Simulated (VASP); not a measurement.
A run of VASP 6.6.1 is set up as follows.

Contents of INCAR:

```
SYSTEM = SrO
PREC = Accurate
ENCUT = 520
EDIFF = 1E-7
ISMEAR = 0
SIGMA = 0.05
LREAL = .False.
LASPH = .True.
NELM = 80
ALGO = Normal
ISIF = 2
LWAVE = .False.
LCHARG = .False.
NBANDS = 15
```

The input KPOINTS:

```
regular mesh
0
Gamma
  8 8 8
  0 0 0
```

POSCAR

```
SrO
1.0
    0.0000000000      2.5698000000      2.5698000000
    2.5698000000      0.0000000000      2.5698000000
    2.5698000000      2.5698000000      0.0000000000
Sr O
1 1
Direct
   -0.0145925753     -0.0145925753      0.0145925753
    0.5000000000      0.5000000000      0.5000000000
```

Potentials or basis: VASP PAW LDA potentials, release 64 (Sr_sv, O).

Command:

```bash
$ cat potpaw_LDA.64/Sr_sv/POTCAR potpaw_LDA.64/O/POTCAR > POTCAR
$ mpirun -np 1 vasp_std > vasp.out
```

Problem. What does it give for the largest force?

Solution. 0.152 eV/Å.

Problem. Predict the band gap on the k mesh.

Solution. 3.11 eV, indirect (least direct gap 3.19 eV).

Problem. What does it give for the pressure?

Solution. -3.3 GPa.

Forces in eV/Å, atoms in the order of the input:
```
Sr   0.000  0.000  0.152
O    0.000  0.000 -0.152
```

Caveat: the cell differs from its parent crystal (all Sr atoms moved +0.075 Å, as atom 1 towards its neighbour atom 2 (O) at 2.570 Å). A k mesh can miss the band edges.
